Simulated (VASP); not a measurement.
Zn2HS2, 20 atoms in the cell. The cell holds a wire or tube with vacuum around it, 20 atoms: a = 25.300 Å, b = 9.300 Å, c = 6.731 Å, α = 90.00°, β = 90.00°, γ = 90.00°. 

- Program: VASP 6.6.1
- Task: single point
- Functional: PBE
- Potentials or basis: VASP PAW PBE potentials, release 64 (Zn, S, H)
- Cutoff: 520 eV
- k mesh: 1 × 1 × 5
- Occupations: gaussian, width 0.05 eV
- Spin: no spin polarisation
- Dipole correction: no
- Further INCAR settings: LREAL = Auto; ALGO = Normal; EDIFF = 1e-07; NBANDS = 90

Potentials or basis: VASP PAW PBE potentials, release 64 (Zn, S, H).

Launch:

```console
$ cat potpaw_PBE.64/Zn/POTCAR potpaw_PBE.64/S/POTCAR potpaw_PBE.64/H/POTCAR > POTCAR
$ mpirun -np 1 vasp_std > vasp.out
```

Hardware: 1 thread of Oxide Virtual Turin-like Processor, on a shared host.

How long does it take, and how much memory?

It took 37 min on 1 thread of Oxide Virtual Turin-like Processor, with other jobs on the host, peak memory 1.4 GiB. Counts: scf iterations 30, k points 3.
